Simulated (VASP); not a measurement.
A run of VASP 6.6.1 is set up as follows.

File INCAR:

```
SYSTEM = Ge
ALGO = Normal
EDIFF = 1E-6
ENCUT = 520
GGA = PS
ISIF = 2
ISMEAR = 1
LASPH = .TRUE.
LCHARG = .FALSE.
LREAL = .FALSE.
LWAVE = .FALSE.
NBANDS = 13
NELM = 80
PREC = Accurate
SIGMA = 0.1
```

Contents of KPOINTS:

```
k-points
0
G
  11 11 10
  0 0 0
```

POSCAR

```
Ge
1.0
    1.3971490000     -2.6005160000      0.0000000000
    1.3971490000      2.6005160000      0.0000000000
    0.0000000000      0.0000000000      2.6982310000
Ge
1
Direct
    0.5000000000      0.5000000000      0.0000000000
```

Potentials or basis: VASP PAW PBE potentials, release 64 (Ge_d).

Command:

```bash
$ cat potpaw_PBE.64/Ge_d/POTCAR > POTCAR
$ mpirun -np 1 vasp_std > vasp.out
```

(1) Predict the band gap on the k mesh.

(2) Estimate the pressure.

## Answers

(1) zero (band 7 reaches 12.73 eV, above the bottom of band 8 at 3.66 eV).

(2) -4.2 GPa.

Caveat: the PAW data sets were made with another functional, which shifts forces and pressure a little.
